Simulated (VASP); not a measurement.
Input of a VASP 6.6.1 run:

The input INCAR:

```
PREC     = Accurate       # precision mode
ENCUT    = 1130           # plane-wave cutoff, eV
EDIFF    = 1E-6           # SCF threshold, eV
ISMEAR   = 0              # smearing method
SIGMA    = 0.2            # smearing width, eV
LREAL    = F              # projectors in reciprocal space
LASPH    = T              # aspherical terms in the spheres
NELM     = 120            # most SCF steps
ALGO     = Normal         # electronic algorithm
ISIF     = 2              # what is computed and relaxed
LWAVE    = F              # write WAVECAR
LCHARG   = T              # write CHGCAR
GGA      = PE             # functional
IVDW     = 12             # dispersion correction
LELF     = T              # ELF
LVHAR    = T            
NBANDS   = 30             # bands
GGA_COMPAT= F
```

Contents of KPOINTS:

```
Automatic mesh
0
Gamma
  6 6 6
```

POSCAR

```
NaC8
1.0
    0.0000000000      0.0000000000      4.4961254233
    4.9760002324      0.0000000289      0.0000000000
   -2.4880001412      4.3093425960      0.0000000000
Na C
1 8
Direct
    0.5000000000      0.0000000000      0.0000000000
    0.0000000000      0.3346734156      0.1673367078
    0.0000000000      0.3333333333      0.6666666667
    0.0000000000      0.8326632922      0.1673367078
    0.0000000000      0.8326632922      0.6653265844
    0.0000000000      0.1673367078      0.3346734156
    0.0000000000      0.1673367078      0.8326632922
    0.0000000000      0.6666666667      0.3333333333
    0.0000000000      0.6653265844      0.8326632922
```

Potentials or basis: VASP PAW PBE potentials, release 64 (Na_sv, C).

Command:

```sh
$ cat potpaw_PBE.64/Na_sv/POTCAR potpaw_PBE.64/C/POTCAR > POTCAR
$ mpirun -np 1 vasp_std > vasp.out
```

Q: What does it give for the dispersion energy per atom?

A: -0.130 eV.

Q: Predict the largest force.

A: 0.004 eV/Å.

Stress tensor (GPa, compression positive):
```
 0.00  0.00  0.00
 0.00  0.00  0.00
 0.00  0.00 -0.09
```

Caveat: an odd number of electrons without spin polarisation forces a metal; a magnetic or distorted state may lie lower.
